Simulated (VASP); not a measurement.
The system is Pt.

```
Pt
1.0
     2.76067    0.00000    0.00000
    -1.38033    2.39081    0.00000
     0.00000    0.00000    4.79213
Pt
2
Direct
  0.33333 0.66667 0.25000
  0.66667 0.33333 0.75000
```

Base run:

```yaml
Program: VASP 6.6.1
Functional: PBE
Potentials_or_basis: VASP PAW PBE potentials, release 64 (Pt)
Cutoff: 520 eV
k_mesh: 11 × 11 × 6
Occupations: fermi-dirac, width 0.05 eV
Spin: no spin polarisation
```

Its results: band gap on the k mesh zero (band 10 reaches 10.75 eV, above the bottom of band 11 at 9.56 eV); pressure -1.1 GPa.

Task: After a change of settings the same cell gave: band gap on the k mesh zero (band 10 reaches 10.51 eV, above the bottom of band 11 at 9.24 eV); pressure -5.7 GPa. Which change was it?
A. further incar settings from ALGO = Normal; EDIFF = 1e-07; NBANDS = 17 to ALGO = Fast; EDIFF = 1e-06; NBANDS = 17
B. functional from PBE to r2SCAN
C. functional from PBE to LDA; potentials or basis from VASP PAW PBE potentials, release 64 (Pt) to VASP PAW LDA potentials, release 64 (Pt)

Result: B.

Caveats: spin-orbit coupling is left out, which moves the levels of the heavy elements; the PAW data sets were made with another functional, which shifts forces and pressure a little (some runs).
